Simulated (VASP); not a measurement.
Here is a VASP 6.6.1 calculation.

The input INCAR:

```
SYSTEM = Mo
  ALGO = Normal
  EDIFF = 1E-7
  ENCUT = 520
  GGA = CA
  ISIF = 2
  ISMEAR = -1
  LASPH = .TRUE.
  LCHARG = .FALSE.
  LREAL = .FALSE.
  LWAVE = .FALSE.
  NBANDS = 13
  NELM = 60
  PREC = Accurate
  SIGMA = 0.1
```

KPOINTS

```
k-points
0
G
  12 12 12
  0 0 0
```

The input POSCAR:

```
Mo
1.0
    2.5578741124      0.0000000000      0.0000000000
    0.0000000000      2.5578741124      0.0000000000
    0.0000000000      0.0000000000      2.5578741124
Mo
1
Direct
    0.0000000000      0.0000000000      0.0000000000
```

Potentials or basis: VASP PAW LDA potentials, release 64 (Mo_sv).

The run is started by

```sh
$ cat potpaw_LDA.64/Mo_sv/POTCAR > POTCAR
$ mpirun -np 1 vasp_std > vasp.out
```

**Question.** Predict the pressure.

**Answer.** 1.0 GPa.

**Question.** Predict the band gap on the k mesh.

**Answer.** Zero (band 7 reaches 12.67 eV, above the bottom of band 8 at 10.32 eV).
